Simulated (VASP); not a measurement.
# C in VASP: single point with PBE+D3(BJ)

Aim: the single point of C with PBE+D3(BJ).

All numbers are computed with VASP 6.6.1; they aren't measurements. Logs are shortened: lines on timing, memory, paths and dates and some standing lists are left out, and cuts for length are marked.

## (1) The cell of the first run

The cell holds a slab with vacuum, 4 atoms: a = 2.466 Å, b = 2.466 Å, c = 17.500 Å, α = 90.00°, β = 90.00°, γ = 120.00°.

## (2) Single point, PBE+D3(BJ)

File INCAR:

```
PREC = Accurate
ENCUT = 520
EDIFF = 1E-6
ISMEAR = 0
SIGMA = 0.1
LREAL = F
LASPH = T
NELM = 80
ALGO = Normal
ISIF = 2
LWAVE = F
LCHARG = F
LDIPOL = T
IDIPOL = 3
DIPOL = 0.5 0.5 0.360
GGA = PE
IVDW = 12
NBANDS = 16
```

File KPOINTS:

```
Automatic mesh
0
Gamma
  15 15 1
```

File POSCAR:

```
C
1.0
    2.4656524409      0.0000000000      0.0000000000
   -1.2328262205      2.1353176507      0.0000000000
    0.0000000000      0.0000000000     17.5000663885
C
4
Direct
    0.6666666667      0.3333333333      0.2571437784
    0.3333333333      0.6666666667      0.2571418816
    0.8333333333      1.0000000000      0.4634306070
    0.5000000000      1.3333333333      0.4634287102
```

Potentials or basis: VASP PAW PBE potentials, release 64 (C).

The run is started by

```bash
$ cat potpaw_PBE.64/C/POTCAR > POTCAR
$ mpirun -np 1 vasp_std > vasp.out
```

OUTCAR:

```text
PREC = Accurate
   ENCUT = 520
   EDIFF = 1E-6
   ISMEAR = 0
   LREAL = F
   LASPH = T
   NELM = 80
   ISIF = 2
   GGA = PE
   IVDW = 12
 IVDW          = 12

 ion  position               nearest neighbor table
   1  0.667  0.333  0.257-   2 1.42   2 1.42   2 1.42
   2  0.333  0.667  0.257-   1 1.42   1 1.42   1 1.42
   3  0.833  0.000  0.463-   4 1.42   4 1.42   4 1.42
   4  0.500  0.333  0.463-   3 1.42   3 1.42   3 1.42

  LATTYP: Found a hexagonal cell.
 ALAT       =     2.4656524409
 C/A-ratio  =     7.0975398228

  Lattice vectors:

 A1 = (   2.4656524409,   0.0000000000,   0.0000000000)
 A2 = (  -1.2328262205,   2.1353176507,   0.0000000000)
 A3 = (   0.0000000000,   0.0000000000,  17.5000663885)

Analysis of symmetry for initial positions (statically):
=====================================================================
 Subroutine PRICEL returns:
 Original cell was already a primitive cell.

 Routine SETGRP: Setting up the symmetry group for a
 hexagonal supercell.

 Subroutine GETGRP returns: Found  2 space group operations
 (whereof  1 operations were pure point group operations)
 out of a pool of 24 trial point group operations.

The static configuration has the point symmetry C_1 .
 The point group associated with its full space group is S_2 .

Analysis of symmetry for dynamics (positions and initial velocities):
=====================================================================
 Subroutine PRICEL returns:
 Original cell was already a primitive cell.

 Routine SETGRP: Setting up the symmetry group for a
 hexagonal supercell.

 Subroutine GETGRP returns: Found  2 space group operations
 (whereof  1 operations were pure point group operations)
 out of a pool of 24 trial point group operations.

The dynamic configuration has the point symmetry C_1 .
 The point group associated with its full space group is S_2 .

 Subroutine INISYM returns: Found  2 space group operations
 (whereof  1 operations are pure point group operations),
 and found     1 'primitive' translations

----------------------------------------------------------------------------------------

                                     Primitive cell

  volume of cell :      92.1370

  direct lattice vectors                    reciprocal lattice vectors
     2.465652441  0.000000000  0.000000000     0.405572166  0.234157199  0.000000000
    -1.232826221  2.135317651  0.000000000     0.000000000  0.468314398  0.000000000
     0.000000000  0.000000000 17.500066388     0.000000000  0.000000000  0.057142640

  length of vectors
     2.465652441  2.465652441 17.500066388     0.468314398  0.468314398  0.057142640

  position of ions in fractional coordinates (direct lattice)
     0.666666667  0.333333333  0.257143778
     0.333333333  0.666666667  0.257141882
     0.833333333  0.000000000  0.463430607
     0.500000000  0.333333333  0.463428710

  ion indices of the primitive-cell ions
   primitive index   ion index
                 1           1
                 2           2
                 3           3
                 4           4

----------------------------------------------------------------------------------------

 KPOINTS: Automatic mesh

Automatic generation of k-mesh.
 Grid dimensions read from file:
 generate k-points for:   15   15    1

 Generating k-lattice:

  Cartesian coordinates                     Fractional coordinates (reciprocal lattice)
     0.027038144  0.015610480  0.000000000     0.066666667  0.000000000  0.000000000
     0.000000000  0.031220960  0.000000000     0.000000000  0.066666667  0.000000000
     0.000000000  0.000000000  0.057142640     0.000000000  0.000000000  1.000000000

  Length of vectors
     0.031220960  0.031220960  0.057142640

  Shift w.r.t. Gamma in fractional coordinates (k-lattice)
     0.000000000  0.000000000  0.000000000

 Subroutine IBZKPT returns following result:
 ===========================================

 Found    113 irreducible k-points:

 Following reciprocal coordinates:
            Coordinates               Weight
  0.000000  0.000000  0.000000      1.000000
  0.066667  0.000000  0.000000      2.000000
  0.000000  0.066667  0.000000      2.000000
 -0.066667  0.066667  0.000000      2.000000
  0.133333  0.000000  0.000000      2.000000
  0.000000  0.133333  0.000000      2.000000
[... 16 lines left out ...]
  0.066667  0.066667  0.000000      2.000000
 -0.066667  0.133333  0.000000      2.000000
 [... further k-points ...]
   k-points           NKPTS =    113   k-points in BZ     NKDIM =    113   number of bands    NBANDS=     16
   number of dos      NEDOS =    301   number of ions     NIONS =      4
   total plane-waves  NPLWV =  45360
   dimension x,y,z NGX =    18 NGY =   18 NGZ =  140
   dimension x,y,z NGXF=    36 NGYF=   36 NGZF=  280
   ions per type =               4
   NGX,Y,Z   is equivalent  to a cutoff of  12.14, 12.14, 13.30 a.u.
   NGXF,Y,Z  is equivalent  to a cutoff of  24.27, 24.27, 26.60 a.u.
 SYSTEM =  unknown system
   PREC   = accura    normal or accurate (medium, high low for compatibility)
   ISTART =      0    job   : 0-new  1-cont  2-samecut
   ICHARG =      2    charge: 1-file 2-atom 10-const
   ISPIN  =      1    spin polarized calculation?
   LNONCOLLINEAR =      F non collinear calculations
   LSORBIT =      F    spin-orbit coupling
   LASPH  =      T    aspherical Exc in radial PAW
   ENCUT  =  520.0 eV  38.22 Ry    6.18 a.u.   4.58  4.58 32.54*2*pi/ulx,y,z
   NELM   =     80;   NELMIN=  2; NELMDL= -5     # of ELM steps
   EDIFF  = 0.1E-05   stopping-criterion for ELM
   LREAL  =      F    real-space projection
   EDIFFG = 0.1E-04   stopping-criterion for IOM
   NSW    =      0    number of steps for IOM
   IBRION =     -1    ionic relax: 0-MD 1-quasi-New 2-CG
   NFREE  =      0    steps in history (QN), initial steepest desc. (CG)
   ISIF   =      2    stress and relaxation
   ISYM   =      2    0-nonsym 1-usesym 2-fastsym
   POTIM  = 0.5000    time-step for ionic-motion
   TEBEG  =    0.0;   TEEND  =   0.0 temperature during run
   PSTRESS=    0.0 pullay stress
   NELECT =      16.0000    total number of electrons
   NUPDOWN=      -1.0000    fix difference up-down
   EMIN   =  10.00;   EMAX   =-10.00  energy-range for DOS
   EFERMI =   0.00;   METHOD = LEGACY
   ISMEAR =     0;   SIGMA  =   0.10  broadening in eV -4-tet -1-fermi 0-gaus
   EFERMI_NEDOS =   21; number of points for ismear=-14 and -15
   IALGO  =     38    algorithm
   IMIX   =      4    mixing-type and parameters
     AMIX     =   0.40;   BMIX     =  1.00
     AMIX_MAG =   1.60;   BMIX_MAG =  1.00
  volume/ion in A,a.u.               =      23.03       155.44
  Fermi-wavevector in a.u.,A,eV,Ry     =   0.913349  1.725980 11.350070  0.834207
  Thomas-Fermi vector in A             =   2.037850
   LORBIT       =      0    0 simple, 1 ext, 2 COOP (PROOUT), +10 PAW based schemes
   GGA     = PE    functional components
   LHFCALC =     F    Hartree Fock is set to
   AEXX    =    0.0000 exact exchange contribution
   IVDW    =    12    specifies the selected vdW correction
   LEPSILON=     F    determine dielectric tensor
   LRPA    =     F    only Hartree local field effects (RPA)
 non-spin polarized calculation
 Gauss-broadening in eV      SIGMA  =   0.10
  energy-cutoff  :      520.00
  volume of cell :       92.14
 maximum number of plane-waves:      2516
   NGX =  9   NGY =  9   NGZ = 65

 dipolmoment           0.000000      0.000000      0.000245 electrons x Angstroem

 number of electron      15.9999997 magnetization

 dipolmoment           0.000000      0.000000     -0.000002 electrons x Angstroem

 Free energy of the ion-electron system (eV)
  ---------------------------------------------------
  ext. energy  EPLUGINS =         0.00000000
  ---------------------------------------------------
  free energy    TOTEN  =       -36.89035578 eV

  energy without entropy =      -36.88974146  energy(sigma->0) =      -36.89004862

 E-fermi :  -0.8250     XC(G=0):  -4.4783

 val. band max:       -0.8962695071   @ k =   0.3333   0.3333   0.0000
 cond. band min:      -0.7538524102   @ k =   0.3333   0.3333   0.0000
 fundamental gap:      0.1424170969
 Fermi energy:        -0.8249788354

 k-point     1 :       0.0000    0.0000    0.0000
  band No.  band energies     occupation
      1     -20.3840      2.00000
      2     -20.3008      2.00000
      3      -8.7655      2.00000
      4      -8.1021      2.00000
      5      -3.8638      2.00000
      6      -3.8612      2.00000
[... 8 lines left out ...]
     15       7.4915      0.00000
     16       7.4942      0.00000

 k-point     2 :       0.0667    0.0000    0.0000
  band No.  band energies     occupation
      1     -20.2786      2.00000
      2     -20.1960      2.00000
      3      -8.6387      2.00000
      4      -7.9783      2.00000
      5      -4.2878      2.00000
      6      -4.2826      2.00000
[... 8 lines left out ...]
     15       7.5504      0.00000
     16       7.9339      0.00000

 k-point     3 :       0.0000    0.0667    0.0000
  band No.  band energies     occupation
      1     -20.2786      2.00000
      2     -20.1960      2.00000
      3      -8.6387      2.00000
      4      -7.9783      2.00000
      5      -4.2884      2.00000
      6      -4.2818      2.00000
[... 8 lines left out ...]
     15       7.5545      0.00000
     16       7.9407      0.00000

 k-point     4 :      -0.0667    0.0667    0.0000
  band No.  band energies     occupation
      1     -20.2786      2.00000
      2     -20.1960      2.00000
      3      -8.6386      2.00000
      4      -7.9783      2.00000
      5      -4.2889      2.00000
      6      -4.2811      2.00000
[... 8 lines left out ...]
     15       7.5579      0.00000
     16       7.9434      0.00000

 k-point     5 :       0.1333    0.0000    0.0000
  band No.  band energies     occupation
      1     -19.9633      2.00000
      2     -19.8824      2.00000
      3      -8.2604      2.00000
      4      -7.6088      2.00000
      5      -5.4185      2.00000
      6      -5.4069      2.00000
[... 8 lines left out ...]
     15       7.5868      0.00000
     16       8.8378      0.00000

 k-point     6 :       0.0000    0.1333    0.0000
  band No.  band energies     occupation
      1     -19.9633      2.00000
      2     -19.8824      2.00000
      3      -8.2602      2.00000
      4      -7.6090      2.00000
      5      -5.4190      2.00000
      6      -5.4063      2.00000
[... 8 lines left out ...]
     15       7.5849      0.00000
     16       8.8400      0.00000
[... 267 lines left out ...]
 k-point    21 :       0.0000    0.4667    0.0000
  band No.  band energies     occupation
      1     -15.4850      2.00000
      2     -15.4340      2.00000
      3     -13.6792      2.00000
      4     -13.6368      2.00000
      5      -7.2158      2.00000
      6      -7.2092      2.00000
[... 8 lines left out ...]
     15      10.7921      0.00000
     16      11.3229      0.00000

 k-point    22 :      -0.4667    0.4667    0.0000
  band No.  band energies     occupation
      1     -15.4834      2.00000
      2     -15.4358      2.00000
      3     -13.6783      2.00000
      4     -13.6376      2.00000
      5      -7.2182      2.00000
      6      -7.2068      2.00000
[... 8 lines left out ...]
     15      10.7914      0.00000
     16      11.3218      0.00000

 k-point    23 :       0.0667    0.0667    0.0000
  band No.  band energies     occupation
      1     -20.0683      2.00000
      2     -19.9868      2.00000
      3      -8.3861      2.00000
      4      -7.7316      2.00000
      5      -5.0096      2.00000
      6      -5.0096      2.00000
[... 8 lines left out ...]
     15       7.7317      0.00000
     16       8.7118      0.00000

 k-point    24 :      -0.0667    0.1333    0.0000
  band No.  band energies     occupation
      1     -20.0683      2.00000
      2     -19.9868      2.00000
      3      -8.3859      2.00000
      4      -7.7318      2.00000
      5      -5.0151      2.00000
      6      -5.0037      2.00000
[... 8 lines left out ...]
     15       7.7433      0.00000
     16       8.7121      0.00000

 [... further k-points ...]

------------------------ aborting loop because EDIFF is reached ----------------------------------------

 vacuum level on the upper side and lower side of the slab       (xc-potential included)        -0.164        -0.168

 Edisp (eV)   -0.45605

 E8    (eV) :    -0.1354

  FORCE on cell =-STRESS in cart. coord.  units (eV):
  Direction    XX          YY          ZZ          XY          YZ          ZX
  --------------------------------------------------------------------------------------
  -------------------------------------------------------------------------------------
  Total       0.13649     0.13982    -0.16823    -0.01016    -0.00715     0.01269
  in kB       2.37347     2.43132    -2.92534    -0.17663    -0.12427     0.22075
  external pressure =        0.63 kB  Pullay stress =        0.00 kB

 VOLUME and BASIS-vectors are now :
 -----------------------------------------------------------------------------
  energy-cutoff  :      520.00
  volume of cell :       92.14
      direct lattice vectors                 reciprocal lattice vectors
     2.465652441  0.000000000  0.000000000     0.405572166  0.234157199  0.000000000
    -1.232826221  2.135317651  0.000000000     0.000000000  0.468314398  0.000000000
     0.000000000  0.000000000 17.500066388     0.000000000  0.000000000  0.057142640

 POSITION                                       TOTAL-FORCE (eV/Angst)
 -----------------------------------------------------------------------------------
      1.23283      0.71177      4.50003        -0.002265      0.000707      0.022565
     -0.00000      1.42355      4.50000        -0.001248      0.001273      0.016886
      2.05471      0.00000      8.11007         0.001248     -0.001273     -0.016886
      0.82188      0.71177      8.11003         0.002265     -0.000707     -0.022565
 -----------------------------------------------------------------------------------
    total drift:                               -0.000000     -0.000000     -0.000091

  FREE ENERGIE OF THE ION-ELECTRON SYSTEM (eV)
  ---------------------------------------------------
  free  energy   TOTEN  =       -37.3464095899 eV

  energy  without entropy=      -37.3457952682  energy(sigma->0) =      -37.34610243

 vacuum level on the upper side and lower side of the slab         3.347         3.345
```

Wall time 4.4 min (1 thread of AMD EPYC 7R13, shared host); peak memory 0.25 GiB.

What came out:

```yaml
Free_energy: -37.3464 eV
Largest_force: 0.023 eV/Å
Band_gap_on_the_k_mesh: 0.14 eV, direct
Dispersion_energy_per_atom: -0.114 eV
```

Forces in eV/Å, atoms in the order of the input:
```
C   -0.002  0.001  0.023
C   -0.001  0.001  0.017
C    0.001 -0.001 -0.017
C    0.002 -0.001 -0.023
```
